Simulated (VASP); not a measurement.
# AlNi3 (Pm-3m) in VASP: a series of runs

Runs on AlNi3. Level: PBE. Tasks: single point.

Program: VASP 6.6.1. These are calculated values, not measurements. Logs are shortened: lines on timing, memory, paths and dates and some standing lists are left out, and cuts for length are marked.

### 1 The cell of the first run

It takes space group Pm-3m (No. 221, cubic). The conventional cell has a = 3.523 Å, b = 3.523 Å, c = 3.523 Å, α = 90.00°, β = 90.00°, γ = 90.00°. Within 3.3 Å of Al (site symmetry m-3m) lie 12 Ni at 2.49 Å. Within 3.3 Å of Ni (site symmetry 4/mmm) lie 4 Al at 2.49 Å and 8 Ni at 2.49 Å.

### 2 Single point, PBE, collinear spin, ferromagnetic start

Contents of INCAR:

```
  PREC = Accurate
  ENCUT = 520
  EDIFF = 1E-6
  ISMEAR = 0
  SIGMA = 0.05
  LREAL = False
  LASPH = True
  NELM = 150
  ALGO = Normal
  ISIF = 2
  LWAVE = False
  LCHARG = True
  ISPIN = 2
  MAGMOM = 0 0.8 0.8 0.8
  LORBIT = 11
  LMAXMIX = 4
  GGA = PE
  LELF = True
  LVHAR = True
  NBANDS = 28
```

Contents of KPOINTS:

```
Automatic mesh
0
Gamma
  12 12 12
```

Contents of POSCAR:

```
AlNi3
1.0
    3.5230547267      0.0000000000      0.0000000000
    0.0000000000      3.5230547267      0.0000000000
    0.0000000000      0.0000000000      3.5230547267
Al Ni
1 3
Direct
    0.0000000000      0.0000000000      0.0000000000
    0.0000000000      0.5000000000      0.5000000000
    0.5000000000      0.0000000000      0.5000000000
    0.5000000000      0.5000000000      0.0000000000
```

Potentials or basis: VASP PAW PBE potentials, release 64 (Al, Ni).

Command:

```
$ cat potpaw_PBE.64/Al/POTCAR potpaw_PBE.64/Ni/POTCAR > POTCAR
$ mpirun -np 1 vasp_std > vasp.out
```

OUTCAR:

```text
PREC = Accurate
   ENCUT = 520
   EDIFF = 1E-6
   ISMEAR = 0
   LREAL = False
   LASPH = True
   NELM = 150
   ISIF = 2
   ISPIN = 2
   LORBIT = 11
   GGA = PE

 ion  position               nearest neighbor table
   1  0.000  0.000  0.000-   2 2.49   3 2.49   4 2.49   2 2.49   3 2.49   2 2.49   4 2.49   2 2.49
                             3 2.49   4 2.49   3 2.49   4 2.49
   2  0.000  0.500  0.500-   1 2.49   3 2.49   4 2.49   1 2.49   4 2.49   1 2.49   3 2.49   1 2.49
                             3 2.49   4 2.49   4 2.49   3 2.49
   3  0.500  0.000  0.500-   1 2.49   2 2.49   4 2.49   1 2.49   4 2.49   2 2.49   4 2.49   4 2.49
                             1 2.49   2 2.49   1 2.49   2 2.49
   4  0.500  0.500  0.000-   1 2.49   2 2.49   3 2.49   2 2.49   3 2.49   1 2.49   3 2.49   3 2.49
                             1 2.49   2 2.49   2 2.49   1 2.49

  LATTYP: Found a simple cubic cell.
 ALAT       =     3.5230547267

  Lattice vectors:

 A1 = (   3.5230547267,   0.0000000000,   0.0000000000)
 A2 = (   0.0000000000,   3.5230547267,   0.0000000000)
 A3 = (   0.0000000000,   0.0000000000,   3.5230547267)

Analysis of symmetry for initial positions (statically):
=====================================================================
 Subroutine PRICEL returns:
 Original cell was already a primitive cell.

 Routine SETGRP: Setting up the symmetry group for a
 simple cubic supercell.

 Subroutine GETGRP returns: Found 48 space group operations
 (whereof 48 operations were pure point group operations)
 out of a pool of 48 trial point group operations.

The static configuration has the point symmetry O_h .

Analysis of symmetry for dynamics (positions and initial velocities):
=====================================================================
 Subroutine PRICEL returns:
 Original cell was already a primitive cell.

 Routine SETGRP: Setting up the symmetry group for a
 simple cubic supercell.

 Subroutine GETGRP returns: Found 48 space group operations
 (whereof 48 operations were pure point group operations)
 out of a pool of 48 trial point group operations.

The dynamic configuration has the point symmetry O_h .

Analysis of structural, dynamic, and magnetic symmetry:
=====================================================================
 Subroutine PRICEL returns:
 Original cell was already a primitive cell.

 Routine SETGRP: Setting up the symmetry group for a
 simple cubic supercell.

 Subroutine GETGRP returns: Found 48 space group operations
 (whereof 48 operations were pure point group operations)
 out of a pool of 48 trial point group operations.

The overall configuration has the point symmetry O_h .

 Subroutine INISYM returns: Found 48 space group operations
 (whereof 48 operations are pure point group operations),
 and found     1 'primitive' translations

----------------------------------------------------------------------------------------

                                     Primitive cell

  volume of cell :      43.7279

  direct lattice vectors                    reciprocal lattice vectors
     3.523054727  0.000000000  0.000000000     0.283844583  0.000000000  0.000000000
     0.000000000  3.523054727  0.000000000     0.000000000  0.283844583  0.000000000
     0.000000000  0.000000000  3.523054727     0.000000000  0.000000000  0.283844583

  length of vectors
     3.523054727  3.523054727  3.523054727     0.283844583  0.283844583  0.283844583

  position of ions in fractional coordinates (direct lattice)
     0.000000000  0.000000000  0.000000000
     0.000000000  0.500000000  0.500000000
     0.500000000  0.000000000  0.500000000
     0.500000000  0.500000000  0.000000000

  ion indices of the primitive-cell ions
   primitive index   ion index
                 1           1
                 2           2
                 3           3
                 4           4

----------------------------------------------------------------------------------------

 KPOINTS: Automatic mesh

Automatic generation of k-mesh.
 Grid dimensions read from file:
 generate k-points for:   12   12   12

 Generating k-lattice:

  Cartesian coordinates                     Fractional coordinates (reciprocal lattice)
     0.023653715  0.000000000  0.000000000     0.083333333  0.000000000  0.000000000
     0.000000000  0.023653715  0.000000000     0.000000000  0.083333333  0.000000000
     0.000000000  0.000000000  0.023653715     0.000000000  0.000000000  0.083333333

  Length of vectors
     0.023653715  0.023653715  0.023653715

  Shift w.r.t. Gamma in fractional coordinates (k-lattice)
     0.000000000  0.000000000  0.000000000

 Subroutine IBZKPT returns following result:
 ===========================================

 Found     84 irreducible k-points:

 Following reciprocal coordinates:
            Coordinates               Weight
  0.000000  0.000000  0.000000      1.000000
  0.083333  0.000000  0.000000      6.000000
  0.166667  0.000000  0.000000      6.000000
  0.250000  0.000000  0.000000      6.000000
  0.333333  0.000000  0.000000      6.000000
  0.416667  0.000000  0.000000      6.000000
[... 16 lines left out ...]
  0.333333  0.333333  0.000000     12.000000
  0.416667  0.333333  0.000000     24.000000
 [... further k-points ...]
   k-points           NKPTS =     84   k-points in BZ     NKDIM =     84   number of bands    NBANDS=     28
   number of dos      NEDOS =    301   number of ions     NIONS =      4
   total plane-waves  NPLWV =  21952
   dimension x,y,z NGX =    28 NGY =   28 NGZ =   28
   dimension x,y,z NGXF=    56 NGYF=   56 NGZF=   56
   ions per type =               1   3
   NGX,Y,Z   is equivalent  to a cutoff of  13.21, 13.21, 13.21 a.u.
   NGXF,Y,Z  is equivalent  to a cutoff of  26.43, 26.43, 26.43 a.u.
 SYSTEM =  unknown system
   PREC   = accura    normal or accurate (medium, high low for compatibility)
   ISTART =      0    job   : 0-new  1-cont  2-samecut
   ICHARG =      2    charge: 1-file 2-atom 10-const
   ISPIN  =      2    spin polarized calculation?
   LNONCOLLINEAR =      F non collinear calculations
   LSORBIT =      F    spin-orbit coupling
   LASPH  =      T    aspherical Exc in radial PAW
   ENCUT  =  520.0 eV  38.22 Ry    6.18 a.u.   6.55  6.55  6.55*2*pi/ulx,y,z
   NELM   =    150;   NELMIN=  2; NELMDL= -5     # of ELM steps
   EDIFF  = 0.1E-05   stopping-criterion for ELM
   LREAL  =      F    real-space projection
   EDIFFG = 0.1E-04   stopping-criterion for IOM
   NSW    =      0    number of steps for IOM
   IBRION =     -1    ionic relax: 0-MD 1-quasi-New 2-CG
   NFREE  =      0    steps in history (QN), initial steepest desc. (CG)
   ISIF   =      2    stress and relaxation
   ISYM   =      2    0-nonsym 1-usesym 2-fastsym
   POTIM  = 0.5000    time-step for ionic-motion
   TEBEG  =    0.0;   TEEND  =   0.0 temperature during run
   PSTRESS=    0.0 pullay stress
   NELECT =      33.0000    total number of electrons
   NUPDOWN=      -1.0000    fix difference up-down
   EMIN   =  10.00;   EMAX   =-10.00  energy-range for DOS
   EFERMI =   0.00;   METHOD = LEGACY
   ISMEAR =     0;   SIGMA  =   0.05  broadening in eV -4-tet -1-fermi 0-gaus
   EFERMI_NEDOS =   21; number of points for ismear=-14 and -15
   IALGO  =     38    algorithm
   IMIX   =      4    mixing-type and parameters
     AMIX     =   0.40;   BMIX     =  1.00
     AMIX_MAG =   1.60;   BMIX_MAG =  1.00
  volume/ion in A,a.u.               =      10.93        73.77
  Fermi-wavevector in a.u.,A,eV,Ry     =   1.490482  2.816603 30.225843  2.221537
  Thomas-Fermi vector in A             =   2.603258
   LORBIT       =     11    0 simple, 1 ext, 2 COOP (PROOUT), +10 PAW based schemes
   GGA     = PE    functional components
   LHFCALC =     F    Hartree Fock is set to
   AEXX    =    0.0000 exact exchange contribution
   IVDW    =     0    specifies the selected vdW correction
   LEPSILON=     F    determine dielectric tensor
   LRPA    =     F    only Hartree local field effects (RPA)
 spin polarized calculation
 Gauss-broadening in eV      SIGMA  =   0.05
  energy-cutoff  :      520.00
  volume of cell :       43.73
 maximum number of plane-waves:      1208
 NGX is ok and might be reduce to    28
   NGX = 13   NGY = 13   NGZ = 13

 number of electron      32.9999980 magnetization       0.7112836

 Free energy of the ion-electron system (eV)
  ---------------------------------------------------
  ext. energy  EPLUGINS =         0.00000000
  ---------------------------------------------------
  free energy    TOTEN  =       -21.86360520 eV

  energy without entropy =      -21.85985534  energy(sigma->0) =      -21.86173027

 E-fermi :   9.9416     XC(G=0): -12.8541

 val. band max:        9.9403296676   @ k =   0.5000   0.3333   0.2500
 cond. band min:       9.9439529498   @ k =   0.0000   0.0000   0.0000
 fundamental gap:      0.0036232822
 Fermi energy:         9.9416129175

 spin component 1

 k-point     1 :       0.0000    0.0000    0.0000
  band No.  band energies     occupation
      1      -0.2348      1.00000
      2       5.4544      1.00000
      3       6.1389      1.00000
      4       6.1389      1.00000
      5       6.5002      1.00000
      6       6.5002      1.00000
[... 20 lines left out ...]
     27      24.1635      0.00000
[... 691 lines left out ...]
      6       7.1213      1.00000
[... 20 lines left out ...]
     27      23.5976      0.00000
     28      23.9484      0.00000

 [... further k-points ...]

 spin component 2

 k-point     1 :       0.0000    0.0000    0.0000
  band No.  band energies     occupation
      1      -0.2652      1.00000
      2       5.5304      1.00000
      3       6.2891      1.00000
      4       6.2891      1.00000
      5       6.7877      1.00000
      6       6.7877      1.00000
[... 20 lines left out ...]
     27      24.1617      0.00000
[... 691 lines left out ...]
      6       7.3967      1.00000
[... 20 lines left out ...]
     27      23.5775      0.00000
     28      23.9610      0.00000

 [... further k-points ...]
[... 5 lines left out ...]
  --------------------------------------------------------------------------------------
  -------------------------------------------------------------------------------------
  Total        1.9937082      1.9937082      1.9937082     -0.0000000      0.0000000     -0.0000000
  in kB       73.0489569     73.0489569     73.0489569     -0.0000000      0.0000000     -0.0000000
  external PRESSURE =      73.0489569 kB  Pullay stress =       0.0000000 kB

 VOLUME and BASIS-vectors are now :
 -----------------------------------------------------------------------------
  energy-cutoff  :      520.00
  volume of cell :       43.73
      direct lattice vectors                 reciprocal lattice vectors
     3.523054727  0.000000000  0.000000000     0.283844583  0.000000000  0.000000000
     0.000000000  3.523054727  0.000000000     0.000000000  0.283844583  0.000000000
     0.000000000  0.000000000  3.523054727     0.000000000  0.000000000  0.283844583

 POSITION                                       TOTAL-FORCE (eV/Angst)
 -----------------------------------------------------------------------------------
      0.00000      0.00000      0.00000         0.000000      0.000000      0.000000
      0.00000      1.76153      1.76153         0.000000      0.000000      0.000000
      1.76153      0.00000      1.76153         0.000000      0.000000      0.000000
      1.76153      1.76153      0.00000         0.000000      0.000000      0.000000
 -----------------------------------------------------------------------------------
    total drift:                                0.000000      0.000000      0.000000

  FREE ENERGIE OF THE ION-ELECTRON SYSTEM (eV)
  ---------------------------------------------------
  free  energy   TOTEN  =       -21.8636051967 eV

  energy  without entropy=      -21.8598553400  energy(sigma->0) =      -21.86173027

 total charge

# of ion       s       p       d       tot
------------------------------------------
    1        0.412   0.406   0.000   0.818
    2        0.507   0.546   8.395   9.448
    3        0.507   0.546   8.395   9.448
    4        0.507   0.546   8.395   9.448
--------------------------------------------------
tot          1.933   2.043  25.185  29.162

 magnetization (x)

# of ion       s       p       d       tot
------------------------------------------
    1       -0.001  -0.008   0.000  -0.009
    2       -0.003  -0.010   0.267   0.253
    3       -0.003  -0.010   0.267   0.253
    4       -0.003  -0.010   0.267   0.253
--------------------------------------------------
tot         -0.010  -0.039   0.800   0.750
```

Wall time 3.4 min (1 thread of Intel Xeon Platinum 8259CL at 2.50GHz (Skylake/Cascade Lake), shared host); peak memory 0.27 GiB.

Results:

```yaml
Free_energy: -21.8636 eV
Pressure: 7.3 GPa
Net_moment: 0.71 μB per cell
Site_moments: Al -0.01; Ni +0.25 μB
Valence_electrons_inside_the_program's_atomic_spheres: Al 0.82; Ni 9.45
```

### 3 Single point, PBE, collinear spin, ferromagnetic start

This run uses another cell than the first one, of 11.34 Å³/atom, 1.038 times its volume.

Contents of INCAR:

```
SYSTEM = AlNi3
  PREC = Accurate
  ENCUT = 520
  EDIFF = 1E-6
  ISMEAR = 0
  SIGMA = 0.05
  LREAL = .FALSE.
  LASPH = .TRUE.
  NELM = 150
  ALGO = Normal
  ISIF = 2
  LWAVE = .FALSE.
  LCHARG = .FALSE.
  ISPIN = 2
  MAGMOM = 0 0.31 0.31 0.31
  LORBIT = 11
  LMAXMIX = 4
  GGA = PE
  NBANDS = 28
```

Contents of KPOINTS:

```
Automatic mesh
0
G
  12 12 12
  0 0 0
```

Contents of POSCAR:

```
AlNi3
1.0
    3.5665892130      0.0000000000      0.0000000000
    0.0000000000      3.5665892130      0.0000000000
    0.0000000000      0.0000000000      3.5665892130
Al Ni
1 3
Direct
    0.0000000000      0.0000000000      0.0000000000
    0.0000000000      0.5000000000      0.5000000000
    0.5000000000      0.0000000000      0.5000000000
    0.5000000000      0.5000000000      0.0000000000
```

Potentials or basis: VASP PAW PBE potentials, release 64 (Al, Ni).

Command:

```
$ cat potpaw_PBE.64/Al/POTCAR potpaw_PBE.64/Ni/POTCAR > POTCAR
$ mpirun -np 1 vasp_std > vasp.out
```

Run time: 3.8 min. Hardware: 1 thread of Intel Xeon Platinum 8259CL at 2.50GHz (Skylake/Cascade Lake), shared host; peak memory 0.27 GiB.

The run converged. Its results:

- Free energy: -21.8996 eV
- Pressure: 0.0 GPa
- Net moment: 0.73 μB per cell
- Site moments: Al -0.01; Ni +0.26 μB
- Valence electrons inside the program's atomic spheres: Al 0.80; Ni 9.38

Levels at points of the mesh, in eV from the Fermi level:
Spin up:
```tsv
k point	band 14	band 15	band 16	band 17	band 18	band 19	band 20	band 21
(0.00, 0.00, 0.00)	-0.11	-0.11	-0.11	0.86	0.86	0.86	6.51	6.51
(0.50, 0.00, 0.00)	-1.16	-1.05	-0.52	-0.11	5.45	5.45	5.56	5.56
(0.50, 0.50, 0.00)	-1.19	-1.00	-0.97	-0.58	0.80	0.80	8.07	8.13
(0.50, 0.50, 0.50)	-1.07	-1.07	-0.28	-0.28	-0.28	-0.15	3.31	3.97
```
Spin down:
```tsv
k point	band 12	band 13	band 14	band 15	band 16	band 17	band 18	band 19	band 20	band 21
(0.00, 0.00, 0.00)	-0.40	0.00	0.34	0.34	0.34	0.83	0.83	0.83	6.60	6.60
(0.50, 0.00, 0.00)	-1.02	-0.91	-0.91	-0.81	-0.33	0.34	5.50	5.50	5.60	5.60
(0.50, 0.50, 0.00)	-1.12	-1.12	-1.08	-0.78	-0.57	-0.44	1.10	1.10	8.09	8.17
(0.50, 0.50, 0.50)	-1.14	-1.14	-0.88	-0.88	-0.18	0.11	0.11	0.11	3.41	4.18
```
